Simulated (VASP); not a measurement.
Ta:

```
Ta
1.0
     2.94000    0.00000    0.00000
    -1.47000    2.54611    0.00000
     0.00000    0.00000    4.80102
Ta
2
Direct
  0.33333 0.66667 0.25000
  0.66667 0.33333 0.75000
```

| Property | Result |
| --- | --- |
| Program | VASP 6.6.1 |
| Task | relaxation of cell and atoms |
| Functional | LDA |
| Potentials or basis | VASP PAW LDA potentials, release 64 (Ta_pv) |
| Cutoff | 500 eV |
| k mesh | 7 × 7 × 4 |
| Occupations | fermi-dirac, width 0.05 eV |
| Spin | no spin polarisation |

At the start: pressure -2.4 GPa; volume 17.97 Å³/atom.

How do energy, volume and symmetry change on relaxing?

Over 5 steps the energy falls by 37.7 meV/atom and the volume is 17.79 Å³/atom (-1.0 %); space group P6_3/mmc (No. 194, to 0.05 Å).

The path:
```csv
step,energy change (eV),largest force (eV/Å),pressure (GPa),volume (Å³)
1,0.0000,0.0000,-2.37,35.94
2,-0.0509,0.0000,6.63,34.52
3,-0.0541,0.0000,4.78,34.80
4,-0.0568,0.0000,-3.74,36.28
5,-0.0755,0.0000,-0.10,35.58
```

Final structure:
```cif
data_structure
_symmetry_space_group_name_H-M 'P 1'
_symmetry_Int_Tables_number 1
_cell_length_a 2.8509
_cell_length_b 2.8509
_cell_length_c 5.0550
_cell_angle_alpha 90.000
_cell_angle_beta 90.000
_cell_angle_gamma 120.000
_cell_volume 35.58
loop_
_atom_site_label
_atom_site_type_symbol
_atom_site_fract_x
_atom_site_fract_y
_atom_site_fract_z
_atom_site_occupancy
Ta1 Ta 0.33333 0.66667 0.25000 1
Ta2 Ta 0.66667 0.33333 0.75000 1
```
